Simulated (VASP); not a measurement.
# Sr (Pm-3m) in VASP: notebook

Sr is run at these levels: PBE; tasks: single point, relaxation of cell and atoms.

Program: VASP 6.6.1. These are calculated values, not measurements. Logs are shortened: lines on timing, memory, paths and dates and some standing lists are left out, and cuts for length are marked.

## (1) The cell of the first run

The structure is cubic, space group Pm-3m (No. 221). The conventional cell has a = 10.204 Å, b = 10.204 Å, c = 10.204 Å, α = 90.00°, β = 90.00°, γ = 90.00°. Within 5.5 Å of Sr (site symmetry 4mm) lie 5 Sr at 4.17 to 4.31 Å.

## (2) Single point, PBE

Contents of INCAR:

```
  ALGO = Normal
  EDIFF = 1E-6
  ENCUT = 520
  GGA = PE
  ISIF = 2
  ISMEAR = 0
  LASPH = T
  LCHARG = F
  LREAL = F
  LWAVE = F
  NBANDS = 39
  NELM = 100
  PREC = Accurate
  SIGMA = 0.1
```

Contents of KPOINTS:

```
k-points
0
Gamma
  2 2 2
```

Contents of POSCAR:

```
Sr
1.0
   10.2044012292      0.0000000000      0.0000000000
    0.0000000000     10.2044012292      0.0000000000
    0.0000000000      0.0000000000     10.2044012292
Sr
6
Direct
    0.0000000000      0.0000000000      0.2888859447
    0.0000000000      0.0000000000      0.7111140553
    0.0000000000      0.2888859447      0.0000000000
    0.0000000000      0.7111140553      0.0000000000
    0.2888859447      0.0000000000      0.0000000000
    0.7111140553      0.0000000000      0.0000000000
```

Potentials or basis: VASP PAW PBE potentials, release 64 (Sr_sv).

The run is started by

```bash
$ cat potpaw_PBE.64/Sr_sv/POTCAR > POTCAR
$ mpirun -np 1 vasp_std > vasp.out
```

OUTCAR:

```text
EDIFF = 1E-6
   ENCUT = 520
   GGA = PE
   ISIF = 2
   ISMEAR = 0
   LASPH = T
   LREAL = F
   NELM = 100
   PREC = Accurate

 ion  position               nearest neighbor table
   1  0.000  0.000  0.289-   3 4.17   4 4.17   5 4.17   6 4.17   2 4.31
   2  0.000  0.000  0.711-   3 4.17   4 4.17   5 4.17   6 4.17   1 4.31
   3  0.000  0.289  0.000-   1 4.17   2 4.17   5 4.17   6 4.17   4 4.31
   4  0.000  0.711  0.000-   1 4.17   2 4.17   5 4.17   6 4.17   3 4.31
   5  0.289  0.000  0.000-   1 4.17   2 4.17   3 4.17   4 4.17   6 4.31
   6  0.711  0.000  0.000-   1 4.17   2 4.17   3 4.17   4 4.17   5 4.31

  LATTYP: Found a simple cubic cell.
 ALAT       =    10.2044012292

  Lattice vectors:

 A1 = (  10.2044012292,   0.0000000000,   0.0000000000)
 A2 = (   0.0000000000,  10.2044012292,   0.0000000000)
 A3 = (   0.0000000000,   0.0000000000,  10.2044012292)

Analysis of symmetry for initial positions (statically):
=====================================================================
 Subroutine PRICEL returns:
 Original cell was already a primitive cell.

 Routine SETGRP: Setting up the symmetry group for a
 simple cubic supercell.

 Subroutine GETGRP returns: Found 48 space group operations
 (whereof 48 operations were pure point group operations)
 out of a pool of 48 trial point group operations.

The static configuration has the point symmetry O_h .

Analysis of symmetry for dynamics (positions and initial velocities):
=====================================================================
 Subroutine PRICEL returns:
 Original cell was already a primitive cell.

 Routine SETGRP: Setting up the symmetry group for a
 simple cubic supercell.

 Subroutine GETGRP returns: Found 48 space group operations
 (whereof 48 operations were pure point group operations)
 out of a pool of 48 trial point group operations.

The dynamic configuration has the point symmetry O_h .

 Subroutine INISYM returns: Found 48 space group operations
 (whereof 48 operations are pure point group operations),
 and found     1 'primitive' translations

----------------------------------------------------------------------------------------

                                     Primitive cell

  volume of cell :    1062.5823

[... 74 lines left out ...]
   NELM   =    100;   NELMIN=  2; NELMDL= -5     # of ELM steps
   EDIFF  = 0.1E-05   stopping-criterion for ELM
   LREAL  =      F    real-space projection
   EDIFFG = 0.1E-04   stopping-criterion for IOM
   NSW    =      0    number of steps for IOM
   IBRION =     -1    ionic relax: 0-MD 1-quasi-New 2-CG
   NFREE  =      0    steps in history (QN), initial steepest desc. (CG)
   ISIF   =      2    stress and relaxation
   ISYM   =      2    0-nonsym 1-usesym 2-fastsym
   POTIM  = 0.5000    time-step for ionic-motion
   TEBEG  =    0.0;   TEEND  =   0.0 temperature during run
   PSTRESS=    0.0 pullay stress
   NELECT =      60.0000    total number of electrons
   NUPDOWN=      -1.0000    fix difference up-down
   EMIN   =  10.00;   EMAX   =-10.00  energy-range for DOS
   EFERMI =   0.00;   METHOD = LEGACY
   ISMEAR =     0;   SIGMA  =   0.10  broadening in eV -4-tet -1-fermi 0-gaus
   EFERMI_NEDOS =   21; number of points for ismear=-14 and -15
   IALGO  =     38    algorithm
   IMIX   =      4    mixing-type and parameters
     AMIX     =   0.40;   BMIX     =  1.00
     AMIX_MAG =   1.60;   BMIX_MAG =  1.00
  volume/ion in A,a.u.               =     177.10      1195.11
  Fermi-wavevector in a.u.,A,eV,Ry     =   0.628065  1.186870  5.367026  0.394465
  Thomas-Fermi vector in A             =   1.689881
   LORBIT       =      0    0 simple, 1 ext, 2 COOP (PROOUT), +10 PAW based schemes
   GGA     = PE    functional components
   LHFCALC =     F    Hartree Fock is set to
   AEXX    =    0.0000 exact exchange contribution
   IVDW    =     0    specifies the selected vdW correction
   LEPSILON=     F    determine dielectric tensor
   LRPA    =     F    only Hartree local field effects (RPA)
 non-spin polarized calculation
 Gauss-broadening in eV      SIGMA  =   0.10
  energy-cutoff  :      520.00
  volume of cell :     1062.58
 maximum number of plane-waves:     28596
 NGX is ok and might be reduce to    80
   NGX = 37   NGY = 37   NGZ = 37

 number of electron      59.9999999 magnetization

 Free energy of the ion-electron system (eV)
  ---------------------------------------------------
  ext. energy  EPLUGINS =         0.00000000
  ---------------------------------------------------
  free energy    TOTEN  =        -4.65836848 eV

  energy without entropy =       -4.58466084  energy(sigma->0) =       -4.62151466

 E-fermi :  -0.9904     XC(G=0):  -3.6955

 val. band max:       -0.9960464796   @ k =   0.5000   0.0000   0.0000
 cond. band min:      -0.9728183794   @ k =   0.5000   0.5000   0.0000
 fundamental gap:      0.0232281002
 Fermi energy:        -0.9904194071

 k-point     1 :       0.0000    0.0000    0.0000
  band No.  band energies     occupation
      1     -38.6201      2.00000
      2     -38.6120      2.00000
      3     -38.6120      2.00000
      4     -38.6120      2.00000
      5     -38.6110      2.00000
      6     -38.6110      2.00000
[... 157 lines left out ...]
     38      -0.5199      0.00000
     39      -0.5033      0.00000

------------------------ aborting loop because EDIFF is reached ----------------------------------------

  FORCE on cell =-STRESS in cart. coord.  units (eV):
  Direction    XX          YY          ZZ          XY          YZ          ZX
  --------------------------------------------------------------------------------------
  -------------------------------------------------------------------------------------
  Total        0.1401575      0.1401575      0.1401575     -0.0000000      0.0000000     -0.0000000
  in kB        0.2113316      0.2113316      0.2113316     -0.0000000      0.0000000     -0.0000000
  external PRESSURE =       0.2113316 kB  Pullay stress =       0.0000000 kB

 VOLUME and BASIS-vectors are now :
 -----------------------------------------------------------------------------
  energy-cutoff  :      520.00
  volume of cell :     1062.58
      direct lattice vectors                 reciprocal lattice vectors
    10.204401229  0.000000000  0.000000000     0.097996931  0.000000000  0.000000000
     0.000000000 10.204401229  0.000000000     0.000000000  0.097996931  0.000000000
     0.000000000  0.000000000 10.204401229     0.000000000  0.000000000  0.097996931

 POSITION                                       TOTAL-FORCE (eV/Angst)
 -----------------------------------------------------------------------------------
      0.00000      0.00000      2.94791         0.000000     -0.000000     -0.016700
      0.00000      0.00000      7.25649         0.000000      0.000000      0.016700
      0.00000      2.94791      0.00000         0.000000     -0.016700      0.000000
      0.00000      7.25649      0.00000         0.000000      0.016700      0.000000
      2.94791      0.00000      0.00000        -0.016700      0.000000      0.000000
      7.25649      0.00000      0.00000         0.016700     -0.000000      0.000000
 -----------------------------------------------------------------------------------
    total drift:                               -0.000000      0.000000     -0.000000

  FREE ENERGIE OF THE ION-ELECTRON SYSTEM (eV)
  ---------------------------------------------------
  free  energy   TOTEN  =        -4.6583684818 eV

  energy  without entropy=       -4.5846608443  energy(sigma->0) =       -4.62151466
```

stdout:

```text
POSCAR found type information on POSCAR Sr
 POSCAR found :  1 types and       6 ions
 scaLAPACK will be used
 LDA part: xc-table for (Slater+PW92), standard interpolation
 POSCAR, INCAR and KPOINTS ok, starting setup
 FFT: planning ... GRIDC
 FFT: planning ... GRID_SOFT
 FFT: planning ... GRID
 WAVECAR not read
 entering main loop
```

It took 3.8 min on 1 thread of Intel Xeon Platinum 8488C (Sapphire Rapids), shared host; peak memory 0.97 GiB.

What came out:

```yaml
Free_energy: -4.6584 eV
Pressure: 0.0 GPa
Largest_force: 0.017 eV/Å
Band_gap_on_the_k_mesh: zero (band 30 reaches -0.89 eV, above the bottom of band 31 at -1.26 eV)
```

Forces on the atoms (eV/Å):
```
Sr   0.000  0.000 -0.017
Sr   0.000  0.000  0.017
Sr   0.000 -0.017  0.000
Sr   0.000  0.017  0.000
Sr  -0.017  0.000  0.000
Sr   0.017  0.000  0.000
```

## (3) Relaxation of cell and atoms, PBE

This run uses another cell than the first one, of 70.97 Å³/atom, 0.401 times its volume.

Contents of INCAR:

```
ALGO     = Normal         # electronic algorithm
EDIFF    = 1E-6           # SCF threshold, eV
EDIFFG   = -0.04          # ionic threshold
ENCUT    = 600            # plane-wave cutoff, eV
GGA      = PE             # functional
IBRION   = 2              # ionic algorithm
ISIF     = 3              # what is computed and relaxed
ISMEAR   = 0              # smearing method
LASPH    = T              # aspherical terms in the spheres
LCHARG   = F              # write CHGCAR
LREAL    = F              # projectors in reciprocal space
LWAVE    = F              # write WAVECAR
NELM     = 100            # most SCF steps
NSW      = 90             # ionic steps
PREC     = Accurate       # precision mode
SIGMA    = 0.1            # smearing width, eV
```

KPOINTS is that of step 2.

Contents of POSCAR:

```
Sr
1.0
    7.5231530847      0.0000000000      0.0000000000
    0.0000000000      7.5231530847      0.0000000000
    0.0000000000      0.0000000000      7.5231530847
Sr
6
Direct
    0.0000000000      0.0000000000      0.3204800000
    0.0000000000      0.0000000000      0.6795200000
    0.0000000000      0.3204800000      0.0000000000
    0.0000000000      0.6795200000      0.0000000000
    0.3204800000      0.0000000000      0.0000000000
    0.6795200000      0.0000000000      0.0000000000
```

Potentials or basis: VASP PAW PBE potentials, release 64 (Sr_sv).

The run is started by

```bash
$ cat potpaw_PBE.64/Sr_sv/POTCAR > POTCAR
$ mpirun -np 1 vasp_std > vasp.out
```

OUTCAR:

```text
EDIFF = 1E-6
   EDIFFG = -0.04
   ENCUT = 600
   GGA = PE
   IBRION = 2
   ISIF = 3
   ISMEAR = 0
   LASPH = T
   LREAL = F
   NELM = 100
   NSW = 90
   PREC = Accurate

 ion  position               nearest neighbor table
   1  0.000  0.000  0.320-   2 2.70   3 3.41   4 3.41   5 3.41   6 3.41   2 4.82
   2  0.000  0.000  0.680-   1 2.70   3 3.41   4 3.41   5 3.41   6 3.41   1 4.82
   3  0.000  0.320  0.000-   4 2.70   2 3.41   1 3.41   5 3.41   6 3.41   4 4.82
   4  0.000  0.680  0.000-   3 2.70   2 3.41   1 3.41   5 3.41   6 3.41   3 4.82
   5  0.320  0.000  0.000-   6 2.70   2 3.41   3 3.41   4 3.41   1 3.41   6 4.82
   6  0.680  0.000  0.000-   5 2.70   2 3.41   3 3.41   4 3.41   1 3.41   5 4.82

  LATTYP: Found a simple cubic cell.
 ALAT       =     7.5231530847

  Lattice vectors:

 A1 = (   7.5231530847,   0.0000000000,   0.0000000000)
 A2 = (   0.0000000000,   7.5231530847,   0.0000000000)
 A3 = (   0.0000000000,   0.0000000000,   7.5231530847)
[... 443 lines left out ...]

[... ionic steps 4 to 7 ...]

--------------------------------------- Ionic step        8  -------------------------------------------

 number of electron      60.0000003 magnetization

------------------------ aborting loop because EDIFF is reached ----------------------------------------
[... 75 lines left out ...]
--------------------------------------- Ionic step       10  -------------------------------------------

 number of electron      60.0000000 magnetization

 Free energy of the ion-electron system (eV)
  ---------------------------------------------------
  ext. energy  EPLUGINS =         0.00000000
  ---------------------------------------------------
  free energy    TOTEN  =        -4.62517888 eV

  energy without entropy =       -4.55170058  energy(sigma->0) =       -4.58843973

 E-fermi :  -0.9920     XC(G=0):  -3.6935

 val. band max:       -0.9978892085   @ k =   0.5000   0.0000   0.0000
 cond. band min:      -0.9751920272   @ k =   0.5000   0.5000   0.0000
 fundamental gap:      0.0226971813
 Fermi energy:        -0.9919929065

 k-point     1 :       0.0000    0.0000    0.0000
  band No.  band energies     occupation
      1     -38.6189      2.00000
      2     -38.6109      2.00000
      3     -38.6109      2.00000
      4     -38.6109      2.00000
      5     -38.6098      2.00000
      6     -38.6098      2.00000
[... 178 lines left out ...]
  FREE ENERGIE OF THE ION-ELECTRON SYSTEM (eV)
  ---------------------------------------------------
  free  energy   TOTEN  =        -4.6251788797 eV

  energy  without entropy=       -4.5517005840  energy(sigma->0) =       -4.58843973

 reached required accuracy - stopping structural energy minimisation
```

Wall time 10 min (1 thread of Intel Xeon Platinum 8488C (Sapphire Rapids), shared host); peak memory 0.54 GiB.

Results:

```
Free energy                            : -4.6252 eV
Relaxed volume                         : 177.20 Å³/atom
Relaxed cell                           : a = 10.206 Å, b = 10.206 Å, c = 10.206 Å, α = 90.00°, β = 90.00°, γ = 90.00°
Space group after relaxing (to 0.05 Å) : Pm-3m (No. 221)
Energy gained by relaxing              : 1219.1 meV/atom
Ionic steps                            : 10
Pressure after relaxing                : 0.0 GPa
Largest force after relaxing           : 0.011 eV/Å
Band gap on the k mesh                 : zero (band 30 reaches -0.89 eV, above the bottom of band 31 at -1.26 eV)
```

Forces on the atoms (eV/Å):
```
Sr   0.000  0.000 -0.011
Sr   0.000  0.000  0.011
Sr   0.000 -0.011  0.000
Sr   0.000  0.011  0.000
Sr  -0.011  0.000  0.000
Sr   0.011  0.000  0.000
```

The path:
| step | energy change (eV) | largest force (eV/Å) | pressure (GPa) | volume (Å³) |
| --- | --- | --- | --- | --- |
| 1 | 0.0000 | 1.0117 | 5.09 | 425.79 |
| 2 | -3.8399 | 0.9110 | 2.74 | 580.34 |
| 3 | -7.0355 | 0.2694 | -0.32 | 1235.99 |
| 4 | -7.1918 | 0.3197 | -0.12 | 1099.97 |
| 5 | -7.1973 | 0.3393 | -0.04 | 1059.33 |
| 6 | -7.1978 | 0.3308 | -0.07 | 1076.07 |
| 7 | -7.2448 | 0.2563 | -0.05 | 1068.42 |
| 8 | -7.3103 | 0.0290 | 0.05 | 1045.70 |
| 9 | -7.3105 | 0.0162 | 0.05 | 1044.44 |
| 10 | -7.3147 | 0.0112 | 0.01 | 1063.22 |

Final structure:
```cif
data_structure
_symmetry_space_group_name_H-M 'P 1'
_symmetry_Int_Tables_number 1
_cell_length_a 10.2064
_cell_length_b 10.2064
_cell_length_c 10.2064
_cell_angle_alpha 90.000
_cell_angle_beta 90.000
_cell_angle_gamma 90.000
_cell_volume 1063.22
loop_
_atom_site_label
_atom_site_type_symbol
_atom_site_fract_x
_atom_site_fract_y
_atom_site_fract_z
_atom_site_occupancy
Sr1 Sr 0.00000 0.00000 0.28866 1
Sr2 Sr 0.00000 0.00000 0.71134 1
Sr3 Sr 0.00000 0.28866 0.00000 1
Sr4 Sr 0.00000 0.71134 0.00000 1
Sr5 Sr 0.28866 0.00000 0.00000 1
Sr6 Sr 0.71134 0.00000 0.00000 1
```

Levels at points of the mesh, in eV from the Fermi level:
| k point | band 26 | band 27 | band 28 | band 29 | band 30 | band 31 | band 32 | band 33 | band 34 | band 35 |
| --- | --- | --- | --- | --- | --- | --- | --- | --- | --- | --- |
| (0.00, 0.00, 0.00) | -1.08 | -1.08 | -1.08 | -0.95 | -0.95 | -0.27 | 0.21 | 0.21 | 0.21 | 0.57 |
| (0.50, 0.00, 0.00) | -1.73 | -1.06 | -1.06 | -0.92 | -0.34 | -0.01 | 0.16 | 0.16 | 0.26 | 0.42 |
| (0.50, 0.50, 0.00) | -1.72 | -1.72 | -1.05 | -0.58 | 0.02 | 0.05 | 0.21 | 0.21 | 0.34 | 0.45 |
| (0.50, 0.50, 0.50) | -1.70 | -1.70 | -1.70 | 0.09 | 0.10 | 0.10 | 0.10 | 0.31 | 0.49 | 0.49 |

Caveat: the k points lie up to 0.31 Å⁻¹ apart in the final cell; the volume moved by over 15 % at a fixed basis, so the end points are rough.

## (4) Single point, PBE

This run uses another cell than the first one, of 185.63 Å³/atom, 1.048 times its volume.

Contents of INCAR:

```
SYSTEM = Sr
PREC     = Accurate       ! precision mode
ENCUT    = 520            ! plane-wave cutoff, eV
EDIFF    = 1E-7           ! SCF threshold, eV
ISMEAR   = 0              ! smearing method
SIGMA    = 0.1            ! smearing width, eV
LREAL    = .FALSE.        ! projectors in reciprocal space
LASPH    = .TRUE.         ! aspherical terms in the spheres
NELM     = 100            ! most SCF steps
ALGO     = Normal         ! electronic algorithm
ISIF     = 2              ! what is computed and relaxed
LWAVE    = .FALSE.        ! write WAVECAR
LCHARG   = .TRUE.         ! write CHGCAR
GGA      = PE             ! functional
LELF     = .TRUE.         ! ELF
LVHAR    = .TRUE.       
NBANDS   = 39             ! bands
```

Contents of KPOINTS:

```
Automatic mesh
0
G
  4 4 4
  0 0 0
```

Contents of POSCAR:

```
Sr
1.0
   10.3657960788      0.0000000000      0.0000000000
    0.0000000000     10.3657960788      0.0000000000
    0.0000000000      0.0000000000     10.3657960788
Sr
6
Direct
    0.0000000000      0.0000000000      0.2874831529
    0.0000000000      0.0000000000      0.7125168471
    0.0000000000      0.2874831529      0.0000000000
    0.0000000000      0.7125168471      0.0000000000
    0.2874831529      0.0000000000      0.0000000000
    0.7125168471      0.0000000000      0.0000000000
```

The run is started by

```bash
$ cat potpaw_PBE.64/Sr_sv/POTCAR > POTCAR
$ mpirun -np 1 vasp_std > vasp.out
```

It took 12 min on 1 thread of Intel Xeon Platinum 8488C (Sapphire Rapids), shared host; peak memory 1.1 GiB.

Results (log left out):

```
Free energy            : -4.5168 eV
Pressure               : 0.0 GPa
Band gap on the k mesh : zero (band 30 reaches -0.92 eV, above the bottom of band 31 at -1.28 eV)
```

Levels at points of the mesh, in eV from the Fermi level:
| k point | band 27 | band 28 | band 29 | band 30 | band 31 | band 32 | band 33 | band 34 |
| --- | --- | --- | --- | --- | --- | --- | --- | --- |
| (0.00, 0.00, 0.00) | -1.01 | -1.01 | -0.85 | -0.85 | -0.18 | 0.29 | 0.29 | 0.29 |
| (0.50, 0.00, 0.00) | -1.00 | -1.00 | -0.84 | -0.28 | 0.09 | 0.24 | 0.24 | 0.33 |
| (0.50, 0.50, 0.00) | -1.62 | -0.99 | -0.52 | 0.11 | 0.14 | 0.28 | 0.28 | 0.40 |
| (0.50, 0.50, 0.50) | -1.61 | -1.61 | 0.17 | 0.18 | 0.18 | 0.18 | 0.43 | 0.48 |

## (5) The runs side by side

```csv
task,cell,k mesh,cutoff (eV),gap on the mesh (eV),pressure (GPa),largest force (eV/Å)
single point,"a = 10.204 Å, 6 atoms",2 × 2 × 2,520,none,0.0,0.02
relaxation of cell and atoms,"relaxed from a = 7.523 Å, 6 atoms",2 × 2 × 2,600,none,0.0,0.01
single point,"a = 10.366 Å, 6 atoms",4 × 4 × 4,520,none,0.0,-
```

Alike in all rows: level PBE; potentials or basis VASP PAW PBE potentials, release 64 (Sr_sv); no spin polarisation; smearing gaussian 0.1 eV.

Caveats: some runs use coarse meshes; the volume moved by over 15 % at a fixed basis, so the end points are rough (some runs).

Absolute energies hang on the potentials; compare differences alone.
